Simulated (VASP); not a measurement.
A run of VASP 6.6.1 is set up as follows.

Contents of POSCAR:

```
MgO
1.0
    0.0000000000      2.1905000000      2.1905000000
    2.1905000000      0.0000000000      2.1905000000
    2.1905000000      2.1905000000      0.0000000000
Mg O
1 1
Direct
    0.0000000000      0.0000000000      0.0000000000
    0.5000000000      0.5000000000      0.5000000000
```

File INCAR.step1:

```
PREC = Accurate
ENCUT = 520
ISMEAR = -1
SIGMA = 0.02
LREAL = F
LASPH = T
NELM = 100
NBANDS = 11
GGA = PE
ALGO = Normal
EDIFF = 1E-4
LWAVE = T
LCHARG = F
```

INCAR.step2

```
PREC = Accurate
ENCUT = 520
EDIFF = 1E-6
ISMEAR = -1
SIGMA = 0.02
LREAL = F
LASPH = T
NELM = 100
ALGO = Normal
ISIF = 2
LWAVE = F
LCHARG = F
METAGGA = R2SCAN
LMIXTAU = T
NBANDS = 11
ISTART = 1
```

File KPOINTS:

```
regular mesh
0
Gamma
  8 8 8
```

Potentials or basis: VASP PAW PBE potentials, release 64 (Mg, O).

Run with:

```sh
$ cat potpaw_PBE.64/Mg/POTCAR potpaw_PBE.64/O/POTCAR > POTCAR
$ cp INCAR.step1 INCAR
$ mpirun -np 1 vasp_std > vasp.out
$ cp INCAR.step2 INCAR
$ mpirun -np 1 vasp_std > vasp.out
```

Question: Estimate the band gap on the k mesh.

Answer: 4.49 eV, direct.

Question: Predict the pressure.

Answer: -17.0 GPa.

Caveat: the PAW data sets were made with another functional, which shifts forces and pressure a little. r2SCAN opens gaps a little over a GGA but as a rule still falls short of measured ones.
